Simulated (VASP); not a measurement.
A run of VASP 6.6.1 is set up as follows.

Contents of INCAR:

```
PREC = Accurate
ENCUT = 520
EDIFF = 1E-7
ISMEAR = -1
SIGMA = 0.05
LREAL = False
LASPH = True
NELM = 60
ALGO = Normal
ISIF = 2
LWAVE = False
LCHARG = False
GGA = PE
NBANDS = 12
```

File KPOINTS:

```
regular mesh
0
Gamma
  18 18 18
```

File POSCAR:

```
Zn
1.0
   -1.5660468118      1.5660468118      1.5660468118
    1.5660468118     -1.5660468118      1.5660468118
    1.5660468118      1.5660468118     -1.5660468118
Zn
1
Direct
    0.0000000000      0.0000000000      0.0000000000
```

Potentials or basis: VASP PAW PBE potentials, release 64 (Zn).

Command:

```bash
$ cat potpaw_PBE.64/Zn/POTCAR > POTCAR
$ mpirun -np 1 vasp_std > vasp.out
```

Estimate the pressure.

0.3 GPa.

What does it give for the band gap on the k mesh?

Zero (band 6 reaches 7.32 eV, above the bottom of band 7 at 2.14 eV).
